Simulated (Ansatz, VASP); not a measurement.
## Two plane-wave programs on MoSe

Contents of INCAR:

```
SYSTEM = MoSe
ALGO     = Normal         ! electronic algorithm
EDIFF    = 1E-6           ! SCF threshold, eV
ENCUT    = 520            ! plane-wave cutoff, eV
GGA      = PE             ! functional
ISIF     = 2              ! what is computed and relaxed
ISMEAR   = 0              ! smearing method
ISPIN    = 2              ! spin polarisation
LASPH    = .True.         ! aspherical terms in the spheres
LCHARG   = .True.         ! write CHGCAR
LDAU     = .True.         ! DFT+U
LDAUJ    = 0 0          
LDAUL    = 2 -1           ! shell
LDAUPRINT= 1            
LDAUTYPE = 2            
LDAUU    = 4.38 0         ! U, eV
LELF     = .True.         ! ELF
LMAXMIX  = 4              ! l up to which the mixer works
LORBIT   = 11             ! projections on sites
LREAL    = .False.        ! projectors in reciprocal space
LVHAR    = .True.       
LWAVE    = .False.        ! write WAVECAR
MAGMOM   = 3.5 0          ! initial moments
NBANDS   = 21             ! bands
NELM     = 150            ! most SCF steps
PREC     = Accurate       ! precision mode
SIGMA    = 0.1            ! smearing width, eV
```

The input KPOINTS:

```
k-points
0
Gamma
  12 12 12
  0 0 0
```

POSCAR

```
MoSe
1.0
    3.5333486654      0.0000000000      0.0000000000
    0.0000000000      3.5333486654      0.0000000000
    0.0000000000      0.0000000000      3.5333486654
Mo Se
1 1
Direct
    0.0000000000      0.0000000000      0.0000000000
    0.5000000000      0.5000000000      0.5000000000
```

Input for Ansatz:

```yaml
crystal:
  lattice:
    - [3.5333486654, 0.0, 0.0]
    - [0.0, 3.5333486654, 0.0]
    - [0.0, 0.0, 3.5333486654]
  atoms:
    - { symbol: Mo, position: [0.0, 0.0, 0.0], spin: 3.5 }
    - { symbol: Se, position: [0.5, 0.5, 0.5] }
basis:
  ecutwfc: 420
kpoints:
  mp_grid: { grid: [12, 12, 12] }
hamiltonian:
  xc: pbe
  hubbard: { sites: [{ species: Mo, l: d, u_eff: 4.38 }] }
scf:
  occupations: { method: gaussian, width: 0.1 }
output:
  forces: true
  stress: true
  eigenvalues: true
  populations: true
magnetization:
  spin_polarized: true
```

Alike in both runs: task single point; functional PBE; k mesh 12 × 12 × 12; occupations gaussian, width 0.1 eV; collinear spin; Hubbard terms Mo d U = 4.38 eV.

|  | VASP | Ansatz |
| --- | --- | --- |
| version | VASP 6.6.1 | Ansatz 0.2.0 |
| potentials or method | VASP PAW PBE potentials, release 64 (Mo_sv, Se), cutoff 520 eV | scalar-relativistic, plane waves, PAW |
| valence electrons in the cell | 20 | 30 |

```tsv
	VASP	Ansatz	Ansatz less VASP
gap on the k mesh at the Fermi level (eV)	none	none	-
pressure (GPa)	-2.6	0.0	+2.56
net moment per atom (μB)	2.00	2.00	+0.002
size of the moment on the site where the two differ most (μB)	0.26	0.41	+0.150
```

Site moments also hang on the region over which each program counts them. The programs project onto different local orbitals, so the same U acts differently, and such runs can settle in different states. A gap of «none» marks a metal or a gap that the smearing closes. VASP's potentials hold 20 valence electrons a cell and Ansatz's 30, so a difference there can come from the potentials and not from the codes. Ansatz's warnings: filled band counts differ across k points.
